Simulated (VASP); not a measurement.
Ir: single point with r2SCAN

The system is Ir.

```
Ir
1.0
     0.00000    1.76612    1.84291
     1.76612    0.00000    1.84291
     1.76612    1.76612    0.00000
Ir
1
Cartesian
  0.0000 0.0000 0.0000
```

This cell differs from its parent crystal: strain -0.080 along x and y, -0.040 along z.

| Quantity | Value |
| --- | --- |
| Program | VASP 6.6.1 |
| Task | single point |
| Functional | r2SCAN |
| Potentials or basis | VASP PAW PBE potentials, release 64 (Ir) |
| Cutoff | 520 eV |
| k mesh | 22 × 22 × 22 |
| Occupations | gaussian, width 0.15 eV |
| Spin | no spin polarisation |

The pressure is 143.1 GPa.

Stress tensor (GPa, compression positive):
```
152.81   0.00   0.00
  0.00 152.81   0.00
  0.00   0.00 123.67
```

Levels at points of the mesh, in eV from the Fermi level:
```tsv
k point	band 1	band 2	band 3	band 4	band 5	band 6	band 7	band 8
(0.00, 0.00, 0.00)	-13.93	-5.96	-5.19	-5.19	-2.23	-1.15	14.51	20.48
(0.50, 0.00, 0.00)	-10.93	-6.08	-5.29	-1.10	1.19	1.61	10.27	14.10
(0.50, 0.50, 0.00)	-11.05	-10.27	1.30	1.40	2.26	2.26	13.53	14.07
(0.50, 0.00, 0.50)	-11.05	-10.33	1.25	1.89	2.41	2.73	12.77	13.69
```

Wall time 2.3 min on 1 thread of Intel(R) Xeon(R) 6975P-C (Granite Rapids), on a shared host, peak memory 0.23 GiB.

Caveat: the cell differs from its parent crystal (strain -0.080 along x and y, -0.040 along z); the PAW data sets were made with another functional, which shifts forces and pressure a little; spin-orbit coupling is left out, which moves the levels of the heavy elements.
